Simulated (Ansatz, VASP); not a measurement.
## One calculation of Mg4Se, two programs

```
CELL_PARAMETERS angstrom
5.15917 0.00000 0.00000
-2.57959 4.46798 0.00000
0.00000 0.00000 7.61146
ATOMIC_POSITIONS crystal
Mg 0.33333 0.66667 0.00000
Mg 0.66667 0.33333 0.00000
Mg 0.00000 0.00000 0.81334
Mg 0.00000 0.00000 0.18666
Se 0.00000 0.00000 0.50000
```

Alike in both runs: functional PBE; k mesh 6 × 6 × 4; occupations gaussian, width 0.1 eV; no spin polarisation.

Ansatz relaxed the structure, and its values are those at the end. VASP's run is a single point on that final structure, the one shown.

```csv
,VASP,Ansatz
version,VASP 6.6.1,Ansatz 0.2.0
potentials or method,"VASP PAW PBE potentials, release 64 (Mg, Se), cutoff 520 eV","scalar-relativistic, plane waves, PAW"
valence electrons in the cell,14,56
```

```csv
,VASP,Ansatz,Ansatz less VASP
gap on the k mesh at the Fermi level (eV),none,none,-
pressure (GPa),0.0,0.0,+0.04
rms of the force components (eV/Å),0.003,0.007,+0.0039
```

A gap of «none» marks a metal or a gap that the smearing closes. The functional is the same, so the differences come from potentials, cutoffs and numerics. VASP's potentials hold 14 valence electrons a cell and Ansatz's 56, so a difference there can come from the potentials and not from the codes.
